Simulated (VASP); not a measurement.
Here is a VASP 6.6.1 calculation.

INCAR

```
PREC     = Accurate       # precision mode
ENCUT    = 520            # plane-wave cutoff, eV
EDIFF    = 1E-6           # SCF threshold, eV
ISMEAR   = 0              # smearing method
SIGMA    = 0.1            # smearing width, eV
LREAL    = False          # projectors in reciprocal space
LASPH    = True           # aspherical terms in the spheres
NELM     = 100            # most SCF steps
ALGO     = Fast           # electronic algorithm
ISIF     = 2              # what is computed and relaxed
LWAVE    = False          # write WAVECAR
LCHARG   = False          # write CHGCAR
GGA      = PE             # functional
NBANDS   = 24             # bands
```

File KPOINTS:

```
regular mesh
0
Gamma
  12 12 8
```

The input POSCAR:

```
RbZn2
1.0
    4.5196772369      0.0000000000      0.0000000000
   -2.2598386184      3.9141553041      0.0000000000
    0.0000000000      0.0000000000      5.5224878783
Rb Zn
1 2
Direct
    0.0000000000      0.0000000000      0.0000000000
    0.3333333333      0.6666666667      0.5000000000
    0.6666666667      0.3333333333      0.5000000000
```

Potentials or basis: VASP PAW PBE potentials, release 64 (Rb_sv, Zn).

Command:

```console
$ cat potpaw_PBE.64/Rb_sv/POTCAR potpaw_PBE.64/Zn/POTCAR > POTCAR
$ mpirun -np 1 vasp_std > vasp.out
```

(1) Predict the pressure.

(2) What does it give for the band gap on the k mesh?

Answers

(1) 0.1 GPa.

(2) zero (an odd number of electrons rules out a gap without spin polarisation).
